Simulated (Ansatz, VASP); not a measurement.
# Two plane-wave programs on InW4

```
In W
1.0
    -2.85131    2.85131    2.85131
     2.85131   -2.85131    2.85131
     2.85131    2.85131   -2.85131
In W
1 4
Direct
  0.00000 0.00000 0.00000
  0.00000 0.00000 0.50000
  0.00000 0.50000 0.00000
  0.50000 0.00000 0.00000
  0.50000 0.50000 0.50000
```

Change from the starting cell: species swapped into the MnGa4 type (Im-3m, No. 229).

Alike in both runs: task single point; functional PBE; k mesh 4 × 4 × 4; occupations gaussian, width 0.1 eV; no spin polarisation.

|  | VASP | Ansatz |
| --- | --- | --- |
| version | VASP 6.6.1 | Ansatz 0.2.0 |
| potentials or method | VASP PAW PBE potentials, release 64 (In_d, W_sv), cutoff 520 eV | scalar-relativistic, plane waves, PAW |
| valence electrons in the cell | 69 | 69 |

|  | VASP | Ansatz | Ansatz less VASP |
| --- | --- | --- | --- |
| gap on the k mesh at the Fermi level (eV) | none | none | - |
| pressure (GPa) | 26.4 | 25.8 | -0.55 |

A gap of «none» marks a metal or a gap that the smearing closes. With one functional, cell and mesh, what is left measures potentials, basis and numerics.

The k mesh is coarse, so the values compare programs but aren't converged. Neither program's run includes spin-orbit coupling.
